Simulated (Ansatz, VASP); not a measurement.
**One calculation of AlSn, two programs**

File INCAR:

```
SYSTEM = AlSn
  PREC = Accurate
  ENCUT = 500
  EDIFF = 1E-6
  ISMEAR = -1
  SIGMA = 0.05
  LREAL = .FALSE.
  LASPH = .TRUE.
  NELM = 120
  ALGO = Normal
  ISIF = 2
  LWAVE = .FALSE.
  LCHARG = .FALSE.
  GGA = PS
  NBANDS = 16
  GGA_COMPAT = .FALSE.
```

Contents of KPOINTS:

```
regular mesh
0
G
  7 7 8
  0 0 0
```

POSCAR

```
AlSn
1.0
    4.2407270700      0.0000000000      0.0000000000
   -2.1203635349      3.6725773731      0.0000000000
    0.0000000000      0.0000000000      3.2407100600
Sn Al
1 1
Direct
    0.3333333333      0.6666666667      0.5000000000
    0.0000000000      0.0000000000      0.0000000000
```

input.yaml

```yaml
crystal:
  lattice:
    - [4.24072707, 0.0, 0.0]
    - [-2.1203635349, 3.6725773731, 0.0]
    - [0.0, 0.0, 3.24071006]
  atoms:
    - { symbol: Sn, position: [0.3333333333, 0.6666666667, 0.5] }
    - { symbol: Al, position: [0.0, 0.0, 0.0] }
kpoints:
  mp_grid: { grid: [7, 7, 8] }
scf:
  occupations: { method: fermi_dirac, width: 0.05 }
hamiltonian:
  xc: pbesol
  pseudopotentials: { kind: all_electron, lapw: { basis_error: 0.001 } }
output:
  forces: true
  stress: true
  eigenvalues: true
```

Change from the starting cell: strain_z_fixed_volume = -0.02.

Alike in both runs: task single point; functional PBEsol; k mesh 7 × 7 × 8; occupations fermi-dirac, width 0.05 eV; no spin polarisation.

|  | VASP | Ansatz |
| --- | --- | --- |
| version | VASP 6.6.1 | Ansatz 0.2.0 |
| potentials or method | VASP PAW PBE potentials, release 64 (Sn_d, Al), cutoff 500 eV | all-electron LAPW, scalar-relativistic |

```tsv
	VASP	Ansatz	Ansatz less VASP
gap on the k mesh at the Fermi level (eV)	none	none	-
pressure (GPa)	-1.6	-1.6	+0.06
traceless stress, the component that is largest in VASP (GPa)	1.49	1.49	-0.004
```

VASP's potentials were made for PBE, not for PBEsol. A gap of «none» marks a metal or a gap that the smearing closes. Ansatz ran all-electron here, and VASP with PAW potentials.
